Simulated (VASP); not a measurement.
# Mg8HO8 (a cell with a defect) in VASP: a series of runs

The runs below take Mg8HO8 (a cell with a defect) through single point, relaxation of the atoms, with PBE.

Program: VASP 6.6.1. These are calculated values, not measurements. Logs are shortened: lines on timing, memory, paths and dates and some standing lists are left out, and cuts for length are marked.

## Step 1: The cell of the first run

The cell holds a defect, 17 atoms: a = 5.466 Å, b = 5.466 Å, c = 5.466 Å, α = 60.00°, β = 60.00°, γ = 60.00°.

## Step 2: Single point, PBE, collinear spin

Input file INCAR:

```
ALGO = Normal ; EDIFF = 1E-6
ENCUT = 520 ; GGA = PE
ISIF = 2 ; ISMEAR = -1
ISPIN = 2 ; LASPH = True
LCHARG = False ; LORBIT = 11
LREAL = Auto ; LWAVE = False
MAGMOM = 0 0 0 0 0 0 0 0 0 0 0 0 0 0 0 0 1 ; NBANDS = 50
NELM = 150 ; PREC = Accurate
SIGMA = 0.05
```

Input file KPOINTS:

```
k-points
0
Gamma
  2 2 2
```

Input file POSCAR:

```
Mg8HO8
1.0
    0.0000000000      3.8650000000      3.8650000000
    3.8650000000      0.0000000000      3.8650000000
    3.8650000000      3.8650000000      0.0000000000
Mg O H
8 8 1
Direct
   -0.0009425133      0.0023423204     -0.0004348671
   -0.0025723891      0.0009645355      0.5010571434
   -0.0009498222      0.4994741023     -0.0004262802
   -0.0009504308      0.4994577570      0.5024653728
    0.5003611251      0.0007606380     -0.0014616336
    0.5005774521      0.0009700991      0.5010626372
    0.5019209079      0.4994753286     -0.0004252103
    0.5004159778      0.4982810872      0.5009081409
    0.2446369933      0.2655330247      0.2452148173
    0.2502032775      0.2500446608      0.7501741495
    0.2447249932      0.7451678923      0.2452886032
    0.2446216916      0.7450789907      0.7656996155
    0.7496133920      0.2500814735      0.2507131759
    0.7495997535      0.2500452983      0.7501745635
    0.7648544044      0.7451631488      0.2452839920
    0.7496016483      0.7506187365      0.7501991698
    0.3740545387      0.8757484062      0.3762254105
```

Potentials or basis: VASP PAW PBE potentials, release 64 (Mg, O, H).

The run is started by

```bash
cat potpaw_PBE.64/Mg/POTCAR potpaw_PBE.64/O/POTCAR potpaw_PBE.64/H/POTCAR > POTCAR
mpirun -np 1 vasp_std > vasp.out
```

OUTCAR:

```text
EDIFF = 1E-6
   ENCUT = 520
   GGA = PE
   ISIF = 2
   ISMEAR = -1
   ISPIN = 2
   LASPH = True
   LORBIT = 11
   LREAL = Auto
   NELM = 150
   PREC = Accurate

 ion  position               nearest neighbor table
   1  0.999  0.002  1.000-  12 1.90  15 1.90  11 1.90  10 1.93  14 1.93  13 1.93   4 2.72   3 2.72
                             7 2.72   2 2.73   6 2.73   5 2.73   5 2.73   6 2.73   2 2.73   7 2.75
   2  0.997  0.001  0.501-  17 1.68  13 1.93  16 1.93  14 1.93  11 1.98   9 1.98  12 1.98   6 2.72
                             8 2.72   5 2.72   1 2.73   4 2.73   3 2.73   3 2.73   4 2.73   1 2.73
   3  0.999  0.499  1.000-  12 1.90   9 1.90  15 1.90  16 1.93  10 1.93  13 1.93   4 2.72   7 2.72
                             1 2.72   8 2.73   5 2.73   2 2.73   2 2.73   5 2.73   8 2.73   1 2.75
   4  0.999  0.499  0.502-   9 1.90  15 1.90  11 1.90  14 1.93  10 1.93  16 1.93   1 2.72   3 2.72
                             7 2.72   2 2.73   6 2.73   8 2.73   8 2.73   6 2.73   2 2.73   7 2.75
   5  0.500  0.001  0.999-  17 1.69  16 1.93  10 1.93  14 1.93  11 1.98  15 1.98   9 1.98   6 2.72
                             2 2.72   8 2.72   7 2.73   3 2.73   1 2.73   1 2.73   3 2.73   7 2.73
   6  0.501  0.001  0.501-  17 1.68  13 1.93  16 1.93  10 1.93  15 1.98   9 1.98  12 1.98   2 2.72
                             8 2.72   5 2.72   1 2.73   4 2.73   7 2.73   7 2.73   4 2.73   1 2.73
   7  0.502  0.499  1.000-  12 1.90   9 1.90  11 1.90  16 1.93  14 1.93  13 1.93   4 2.72   3 2.72
                             1 2.72   8 2.73   5 2.73   6 2.73   6 2.73   5 2.73   8 2.73   1 2.75
   8  0.500  0.498  0.501-  17 1.68  13 1.93  10 1.93  14 1.93  11 1.98  15 1.98  12 1.98   6 2.72
                             2 2.72   5 2.72   7 2.73   3 2.73   4 2.73   4 2.73   3 2.73   7 2.73
   9  0.245  0.266  0.245-   4 1.90   7 1.90   3 1.90   5 1.98   2 1.98   6 1.98
  10  0.250  0.250  0.750-   6 1.93   8 1.93   5 1.93   3 1.93   1 1.93   4 1.93
  11  0.245  0.745  0.245-   4 1.90   1 1.90   7 1.90   5 1.98   8 1.98   2 1.98
  12  0.245  0.745  0.766-   1 1.90   7 1.90   3 1.90   8 1.98   2 1.98   6 1.98
  13  0.750  0.250  0.251-   6 1.93   2 1.93   8 1.93   3 1.93   7 1.93   1 1.93
  14  0.750  0.250  0.750-   2 1.93   8 1.93   5 1.93   7 1.93   1 1.93   4 1.93
  15  0.765  0.745  0.245-   4 1.90   1 1.90   3 1.90   5 1.98   8 1.98   6 1.98
  16  0.750  0.751  0.750-   6 1.93   2 1.93   5 1.93   3 1.93   7 1.93   4 1.93
  17  0.374  0.876  0.376-   6 1.68   2 1.68   8 1.68   5 1.69

  LATTYP: Found a face centered cubic cell.
 ALAT       =     7.7300000000

  Lattice vectors:

 A1 = (   0.0000000000,   3.8650000000,   3.8650000000)
 A2 = (   3.8650000000,   0.0000000000,   3.8650000000)
 A3 = (   3.8650000000,   3.8650000000,   0.0000000000)

Analysis of symmetry for initial positions (statically):
=====================================================================
 Subroutine PRICEL returns:
 Original cell was already a primitive cell.

 Routine SETGRP: Setting up the symmetry group for a
 face centered cubic supercell.

 Subroutine GETGRP returns: Found  1 space group operations
 (whereof  1 operations were pure point group operations)
 out of a pool of 48 trial point group operations.

The static configuration has the point symmetry C_1 .

Analysis of symmetry for dynamics (positions and initial velocities):
=====================================================================
 Subroutine PRICEL returns:
 Original cell was already a primitive cell.

 Routine SETGRP: Setting up the symmetry group for a
 face centered cubic supercell.

 Subroutine GETGRP returns: Found  1 space group operations
 (whereof  1 operations were pure point group operations)
 out of a pool of 48 trial point group operations.

The dynamic configuration has the point symmetry C_1 .

Analysis of structural, dynamic, and magnetic symmetry:
=====================================================================
 Subroutine PRICEL returns:
 Original cell was already a primitive cell.

 Routine SETGRP: Setting up the symmetry group for a
 face centered cubic supercell.

 Subroutine GETGRP returns: Found  1 space group operations
 (whereof  1 operations were pure point group operations)
 out of a pool of 48 trial point group operations.

The overall configuration has the point symmetry C_1 .

 Subroutine INISYM returns: Found  1 space group operations
 (whereof  1 operations are pure point group operations),
 and found     1 'primitive' translations

----------------------------------------------------------------------------------------

                                     Primitive cell

  volume of cell :     115.4725

  direct lattice vectors                    reciprocal lattice vectors
     0.000000000  3.865000000  3.865000000    -0.129366106  0.129366106  0.129366106
     3.865000000  0.000000000  3.865000000     0.129366106 -0.129366106  0.129366106
[... 56 lines left out ...]
     AMIX     =   0.40;   BMIX     =  1.00
     AMIX_MAG =   1.60;   BMIX_MAG =  1.00
  volume/ion in A,a.u.               =       6.79        45.84
  Fermi-wavevector in a.u.,A,eV,Ry     =   1.351719  2.554379 24.859811  1.827145
  Thomas-Fermi vector in A             =   2.479118
   LORBIT       =     11    0 simple, 1 ext, 2 COOP (PROOUT), +10 PAW based schemes
   GGA     = PE    functional components
   LHFCALC =     F    Hartree Fock is set to
   AEXX    =    0.0000 exact exchange contribution
   IVDW    =     0    specifies the selected vdW correction
   LEPSILON=     F    determine dielectric tensor
   LRPA    =     F    only Hartree local field effects (RPA)
 spin polarized calculation
  energy-cutoff  :      520.00
  volume of cell :      115.47
 maximum number of plane-waves:      3138
 NGX is ok and might be reduce to    42
   NGX = 21   NGY = 21   NGZ = 21

 number of electron      64.9999993 magnetization       0.7501185

 Free energy of the ion-electron system (eV)
  ---------------------------------------------------
  ext. energy  EPLUGINS =         0.00000000
  ---------------------------------------------------
  free energy    TOTEN  =       -85.62645001 eV

  energy without entropy =      -85.61449006  energy(sigma->0) =      -85.62047004

 E-fermi :   9.7640     XC(G=0): -12.4624

 val. band max:        9.7293711284   @ k =   0.0000   0.5000   0.5000
 cond. band min:      10.5279337144   @ k =   0.5000   0.5000   0.5000
 fundamental gap:      0.7985625859
 Fermi energy:         9.7640469465

 spin component 1

 k-point     1 :       0.0000    0.0000    0.0000
  band No.  band energies     occupation
      1     -13.4279      1.00000
      2     -11.3847      1.00000
      3     -11.2874      1.00000
      4     -11.2856      1.00000
      5     -11.2841      1.00000
      6     -10.9476      1.00000
[... 365 lines left out ...]
     43      18.8718      0.00000
     44      18.8908      0.00000
 Fermi energy:         9.7640469465

 spin component 2

 k-point     1 :       0.0000    0.0000    0.0000
  band No.  band energies     occupation
      1     -13.3532      1.00000
      2     -11.2960      1.00000
      3     -11.2521      1.00000
      4     -11.2505      1.00000
      5     -11.2491      1.00000
      6     -10.8498      1.00000
[... 365 lines left out ...]
     43      18.8855      0.00000
     44      18.9232      0.00000
 [bands above 44 left out]

------------------------ aborting loop because EDIFF is reached ----------------------------------------

  FORCE on cell =-STRESS in cart. coord.  units (eV):
  Direction    XX          YY          ZZ          XY          YZ          ZX
  --------------------------------------------------------------------------------------
  -------------------------------------------------------------------------------------
  Total       63.7002204     63.7007488     63.7009065     -0.0008171      0.0088709      0.0013225
  in kB      883.8387271    883.8460581    883.8482467     -0.0113366      0.1230829      0.0183490
  external PRESSURE =     883.8443440 kB  Pullay stress =       0.0000000 kB

 VOLUME and BASIS-vectors are now :
 -----------------------------------------------------------------------------
  energy-cutoff  :      520.00
  volume of cell :      115.47
      direct lattice vectors                 reciprocal lattice vectors
     0.000000000  3.865000000  3.865000000    -0.129366106  0.129366106  0.129366106
     3.865000000  0.000000000  3.865000000     0.129366106 -0.129366106  0.129366106
     3.865000000  3.865000000  0.000000000     0.129366106  0.129366106 -0.129366106

 POSITION                                       TOTAL-FORCE (eV/Angst)
 -----------------------------------------------------------------------------------
      3.87237      7.72468      3.87041         0.006621      0.000644     -0.000479
      1.94031      5.79164      3.85879         0.043328     -0.033781     -0.036221
      5.79382      7.72468      5.79180         0.000149     -0.002914     -0.004401
      3.87243      5.80336      5.79173         0.005345     -0.000349      0.000478
      3.86229      5.79325      1.93684        -0.039785     -0.046307      0.046536
      1.94036      3.87134      1.93848         0.043042      0.036330      0.033988
[... 9 lines left out ...]
      5.80066      5.79673      5.79835        -0.013808      0.017400     -0.017154
      4.83888      2.89983      4.83049        -0.034644     -0.004772      0.003167
 -----------------------------------------------------------------------------------
    total drift:                               -0.011864     -0.002188      0.001976

  FREE ENERGIE OF THE ION-ELECTRON SYSTEM (eV)
  ---------------------------------------------------
  free  energy   TOTEN  =       -85.6264500129 eV

  energy  without entropy=      -85.6144900604  energy(sigma->0) =      -85.62047004

 total charge

# of ion       s       p       d       tot
------------------------------------------
    1        0.200   0.297   0.160   0.657
    2        0.193   0.284   0.154   0.632
    3        0.200   0.297   0.161   0.657
    4        0.200   0.297   0.160   0.657
    5        0.193   0.284   0.154   0.631
    6        0.193   0.284   0.154   0.632
[... 9 lines left out ...]
   16        1.553   3.738   0.000   5.291
   17        0.631   0.031   0.000   0.663
--------------------------------------------------
tot         14.672  32.141   1.259  48.072

 magnetization (x)

# of ion       s       p       d       tot
------------------------------------------
    1        0.000   0.001   0.001   0.003
    2       -0.000   0.001   0.005   0.006
    3        0.000   0.001   0.001   0.003
    4        0.000   0.001   0.001   0.003
    5       -0.000   0.001   0.005   0.006
    6       -0.000   0.001   0.005   0.006
[... 9 lines left out ...]
   16       -0.000  -0.000   0.000  -0.001
   17        0.244   0.002   0.000   0.246
--------------------------------------------------
tot          0.274   0.288   0.024   0.586
```

Run time: 7.1 min. Hardware: 1 thread of Intel Xeon 8259CL, shared host; peak memory 0.34 GiB.

What came out:

- Free energy: -85.6265 eV
- Pressure: 88.4 GPa
- Largest force: 0.077 eV/Å
- Net moment: 0.75 μB per cell
- Site moments: Mg +0.00, +0.01 (each value once); O +0.08, -0.00 (each value once); H +0.25 μB
- Valence electrons inside the program's atomic spheres: Mg 0.66, 0.63 (each value once); O 5.27, 5.29 (each value once); H 0.66

Forces in eV/Å, atoms in the order of the input:
```
Mg   0.007  0.001  0.000
Mg   0.043 -0.034 -0.036
Mg   0.000 -0.003 -0.004
Mg   0.005  0.000  0.000
Mg  -0.040 -0.046  0.047
Mg   0.043  0.036  0.034
Mg   0.000  0.004  0.003
Mg  -0.036  0.045 -0.045
O   -0.031  0.036 -0.036
O    0.017 -0.011 -0.012
O    0.035  0.030  0.029
O   -0.033 -0.036  0.037
O   -0.015 -0.017  0.018
O    0.017  0.012  0.011
O    0.035 -0.029 -0.031
O   -0.014  0.017 -0.017
H   -0.035 -0.005  0.003
```

Levels at points of the mesh, in eV from the Fermi level:
Spin up:
```
           k point  band 31  band 32  band 33  band 34  band 35  band 36
(0.00, 0.00, 0.00)    -4.30    -4.30    -1.87     3.60     4.99     4.99
(0.50, 0.00, 0.00)    -4.80    -4.80    -0.46     5.40     5.79     6.87
(0.00, 0.50, 0.00)    -4.80    -4.80    -0.46     5.40     5.78     6.87
(0.00, 0.00, 0.50)    -4.80    -4.80    -0.45     5.40     5.78     6.87
(0.50, 0.50, 0.50)    -4.80    -4.80    -0.46     5.40     5.79     6.87
(0.50, 0.50, 0.00)    -5.21    -5.21    -0.03     6.71     6.89     7.30
(0.00, 0.50, 0.50)    -5.21    -5.21    -0.03     6.71     6.89     7.30
(0.50, 0.00, 0.50)    -5.21    -5.21    -0.03     6.71     6.89     7.30
```
Spin down:
```tsv
k point	band 30	band 31	band 32	band 33	band 34	band 35
(0.00, 0.00, 0.00)	-4.22	-4.22	-4.22	-0.59	3.64	4.99
(0.50, 0.00, 0.00)	-4.84	-4.69	-4.69	0.76	5.42	5.83
(0.00, 0.50, 0.00)	-4.84	-4.69	-4.69	0.77	5.42	5.82
(0.00, 0.00, 0.50)	-4.84	-4.69	-4.69	0.78	5.42	5.82
(0.50, 0.50, 0.50)	-4.84	-4.69	-4.69	0.76	5.42	5.83
(0.50, 0.50, 0.00)	-5.17	-5.08	-5.08	1.21	6.76	6.92
(0.00, 0.50, 0.50)	-5.17	-5.08	-5.08	1.21	6.76	6.92
(0.50, 0.00, 0.50)	-5.17	-5.08	-5.08	1.21	6.76	6.92
```

Caveat: the k points lie up to 0.70 Å⁻¹ apart.

## Step 3: Relaxation of the atoms, PBE, collinear spin

Input file INCAR:

```
  ALGO = Normal
  EDIFF = 1E-6
  EDIFFG = -0.08
  ENCUT = 520
  GGA = PE
  IBRION = 2
  ISIF = 2
  ISMEAR = -1
  ISPIN = 2
  LASPH = True
  LCHARG = False
  LORBIT = 11
  LREAL = Auto
  LWAVE = False
  MAGMOM = 0 0 0 0 0 0 0 0 0 0 0 0 0 0 0 0 1
  NELM = 150
  NSW = 45
  PREC = Accurate
  SIGMA = 0.05
```

KPOINTS is that of step 2.

Input file POSCAR:

```
Mg8HO8
1.0
    0.0000000000      3.8650000000      3.8650000000
    3.8650000000      0.0000000000      3.8650000000
    3.8650000000      3.8650000000      0.0000000000
Mg O H
8 8 1
Direct
    0.0000000000      0.0000000000      0.0000000000
    0.0000000000      0.0000000000      0.5000000000
    0.0000000000      0.5000000000      0.0000000000
    0.0000000000      0.5000000000      0.5000000000
    0.5000000000      0.0000000000      0.0000000000
    0.5000000000      0.0000000000      0.5000000000
    0.5000000000      0.5000000000      0.0000000000
    0.5000000000      0.5000000000      0.5000000000
    0.2500000000      0.2500000000      0.2500000000
    0.2500000000      0.2500000000      0.7500000000
    0.2500000000      0.7500000000      0.2500000000
    0.2500000000      0.7500000000      0.7500000000
    0.7500000000      0.2500000000      0.2500000000
    0.7500000000      0.2500000000      0.7500000000
    0.7500000000      0.7500000000      0.2500000000
    0.7500000000      0.7500000000      0.7500000000
    0.3697710000      0.8792075000      0.3817188000
```

Potentials or basis: VASP PAW PBE potentials, release 64 (Mg, O, H).

The run is started by

```bash
cat potpaw_PBE.64/Mg/POTCAR potpaw_PBE.64/O/POTCAR potpaw_PBE.64/H/POTCAR > POTCAR
mpirun -np 1 vasp_std > vasp.out
```

Wall time 20 min (1 thread of Oxide Virtual Turin-like, shared host); peak memory 0.31 GiB.

It converged, with:

```yaml
Free_energy: -85.6268 eV
Energy_gained_by_relaxing: 19.2 meV/atom
Ionic_steps: 8
Pressure_after_relaxing: 88.4 GPa
Largest_force_after_relaxing: 0.057 eV/Å
Net_moment: 0.75 μB per cell
Site_moments: Mg +0.00, +0.01 (each value once); O +0.08, -0.00, +0.07 (each value once); H +0.25 μB
Valence_electrons_inside_the_program's_atomic_spheres: Mg 0.66, 0.63 (each value once); O 5.27, 5.29 (each value once); H 0.66
```

Forces in eV/Å, atoms in the order of the input:
```
Mg   0.005  0.003 -0.003
Mg  -0.001  0.007  0.005
Mg   0.013  0.007  0.005
Mg   0.006 -0.001  0.001
Mg  -0.009 -0.012  0.012
Mg  -0.001 -0.005 -0.007
Mg   0.012 -0.005 -0.007
Mg  -0.005  0.009 -0.009
O    0.000  0.007 -0.007
O    0.018 -0.012 -0.013
O    0.004 -0.001 -0.003
O   -0.002 -0.007  0.007
O   -0.004 -0.008  0.008
O    0.018  0.014  0.013
O    0.005  0.002  0.001
O   -0.005  0.010 -0.010
H   -0.056 -0.008  0.006
```

The path:
| step | energy change (eV) | largest force (eV/Å) | pressure (GPa) |
| --- | --- | --- | --- |
| 1 | 0.0000 | 2.4090 | 88.57 |
| 2 | -0.0802 | 1.8516 | 89.63 |
| 3 | -0.3084 | 0.3554 | 88.44 |
| 4 | -0.3221 | 0.2321 | 88.37 |
| 5 | -0.3242 | 0.1419 | 88.37 |
| 6 | -0.3261 | 0.0909 | 88.36 |
| 7 | -0.3261 | 0.0898 | 88.36 |
| 8 | -0.3267 | 0.0567 | 88.36 |

Final structure:
```yaml
crystal:
  lattice:
    - [0.00000, 3.86500, 3.86500]
    - [3.86500, 0.00000, 3.86500]
    - [3.86500, 3.86500, 0.00000]
  atoms:
    - { symbol: Mg, position: [0.99917, 0.00213, 0.99955] }
    - { symbol: Mg, position: [0.99680, 0.00116, 0.50125] }
    - { symbol: Mg, position: [0.99912, 0.49943, 0.99952] }
    - { symbol: Mg, position: [0.99918, 0.49948, 0.50217] }
    - { symbol: Mg, position: [0.50044, 0.00080, 0.99833] }
    - { symbol: Mg, position: [0.50082, 0.00117, 0.50126] }
    - { symbol: Mg, position: [0.50194, 0.49944, 0.99952] }
    - { symbol: Mg, position: [0.50051, 0.49802, 0.50097] }
    - { symbol: O, position: [0.24481, 0.26514, 0.24526] }
    - { symbol: O, position: [0.25021, 0.25004, 0.75014] }
    - { symbol: O, position: [0.24494, 0.74531, 0.24540] }
    - { symbol: O, position: [0.24477, 0.74513, 0.76535] }
    - { symbol: O, position: [0.74973, 0.25015, 0.25041] }
    - { symbol: O, position: [0.74963, 0.25004, 0.75014] }
    - { symbol: O, position: [0.76440, 0.74530, 0.24539] }
    - { symbol: O, position: [0.74971, 0.75037, 0.75023] }
    - { symbol: H, position: [0.37359, 0.87611, 0.37682] }
```

Levels at points of the mesh, in eV from the Fermi level:
Spin up:
```
           k point  band 29  band 30  band 31  band 32  band 33  band 34  band 35  band 36  band 37  band 38
(0.00, 0.00, 0.00)    -5.31    -4.34    -4.34    -4.34    -1.87     3.56     4.95     4.95     4.99     5.30
(0.50, 0.00, 0.00)    -4.91    -4.91    -4.84    -4.84    -0.47     5.36     5.75     6.82     6.86     6.86
(0.00, 0.50, 0.00)    -4.91    -4.91    -4.84    -4.84    -0.45     5.36     5.74     6.82     6.86     6.86
(0.00, 0.00, 0.50)    -4.91    -4.91    -4.84    -4.84    -0.45     5.36     5.74     6.82     6.86     6.86
(0.50, 0.50, 0.50)    -4.91    -4.91    -4.84    -4.84    -0.47     5.36     5.75     6.82     6.86     6.86
(0.50, 0.50, 0.00)    -5.36    -5.26    -5.25    -5.25    -0.03     6.67     6.85     7.26     7.49     7.64
(0.00, 0.50, 0.50)    -5.36    -5.25    -5.25    -5.25    -0.03     6.67     6.85     7.26     7.49     7.64
(0.50, 0.00, 0.50)    -5.36    -5.26    -5.25    -5.25    -0.03     6.67     6.85     7.26     7.49     7.64
```
Spin down:
| k point | band 30 | band 31 | band 32 | band 33 | band 34 | band 35 |
| --- | --- | --- | --- | --- | --- | --- |
| (0.00, 0.00, 0.00) | -4.26 | -4.26 | -4.26 | -0.58 | 3.60 | 4.95 |
| (0.50, 0.00, 0.00) | -4.88 | -4.72 | -4.72 | 0.77 | 5.38 | 5.79 |
| (0.00, 0.50, 0.00) | -4.88 | -4.73 | -4.72 | 0.78 | 5.38 | 5.78 |
| (0.00, 0.00, 0.50) | -4.88 | -4.73 | -4.72 | 0.78 | 5.38 | 5.78 |
| (0.50, 0.50, 0.50) | -4.88 | -4.72 | -4.72 | 0.76 | 5.38 | 5.79 |
| (0.50, 0.50, 0.00) | -5.22 | -5.11 | -5.11 | 1.21 | 6.72 | 6.89 |
| (0.00, 0.50, 0.50) | -5.22 | -5.11 | -5.11 | 1.21 | 6.72 | 6.89 |
| (0.50, 0.00, 0.50) | -5.22 | -5.11 | -5.11 | 1.21 | 6.72 | 6.89 |

Caveat: the k points lie up to 0.70 Å⁻¹ apart; the relaxation stopped at a loose force limit of 0.08 eV/Å, so its end isn't a converged minimum.
